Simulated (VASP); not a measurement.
Write the native input for VASP 6.6.1 that does the following.

- Task: single point
- Functional: PBE
- Potentials or basis: VASP PAW PBE potentials, release 64 (Ta_pv, C)
- Cutoff: 520 eV
- k mesh: 11 × 11 × 1
- Occupations: gaussian, width 0.1 eV
- Spin: collinear spin
- Starting moments: [1.0, 0.0, 0.0, 0.0, 1.0, 1.0, 0.0, 0.0, 0.0, 1.0] μB
- Dipole correction: yes
- Further INCAR settings: ALGO = Normal; EDIFF = 1e-06; NBANDS = 52; NELMDL = -8

The structure of TaC lies in POSCAR:

```
TaC
1.0
    3.1644852942      0.0000000000      0.0000000000
    0.0000000000      3.1644852942      0.0000000000
    0.0000000000      0.0000000000     23.9505160421
Ta C
5 5
Direct
    0.5000000000      0.5000000000      0.3131456536
    0.0000000000      0.0000000000      0.4065728268
    0.5000000000      0.5000000000      0.5000000000
    0.0000000000      0.0000000000      0.5934271732
    0.5000000000      0.5000000000      0.6868543464
    0.0000000000      0.0000000000      0.3131456536
    0.5000000000      0.5000000000      0.4065728268
    0.0000000000      0.0000000000      0.5000000000
    0.5000000000      0.5000000000      0.5934271732
    0.0000000000      0.0000000000      0.6868543464
```

These files were run (other wordings do the same):

INCAR

```
PREC = Accurate
ENCUT = 520
EDIFF = 1E-6
ISMEAR = 0
SIGMA = 0.1
LREAL = F
LASPH = T
NELM = 200
ALGO = Normal
ISIF = 2
LWAVE = F
LCHARG = F
ISPIN = 2
MAGMOM = 1 0 0 0 1 1 0 0 0 1
LORBIT = 11
LMAXMIX = 4
LDIPOL = T
IDIPOL = 3
DIPOL = 0.5 0.5 0.500
GGA = PE
NBANDS = 52
GGA_COMPAT = F
NELMDL = -8
```

KPOINTS

```
regular mesh
0
Gamma
  11 11 1
```

Potentials or basis: VASP PAW PBE potentials, release 64 (Ta_pv, C).

Command:

```console
$ cat potpaw_PBE.64/Ta_pv/POTCAR potpaw_PBE.64/C/POTCAR > POTCAR
$ mpirun -np 1 vasp_std > vasp.out
```

Results of the run:

The largest force is 2.542 eV/Å. The net moment is 0.00 μB per cell. The valence electrons inside the program's atomic spheres are Ta 8.82, 8.94, 8.93 (each value once); C 2.37, 2.43, 2.44 (each value once).

It took 29 min on 1 thread of Oxide Virtual Turin-like Processor, with other jobs on the host, peak memory 0.59 GiB.
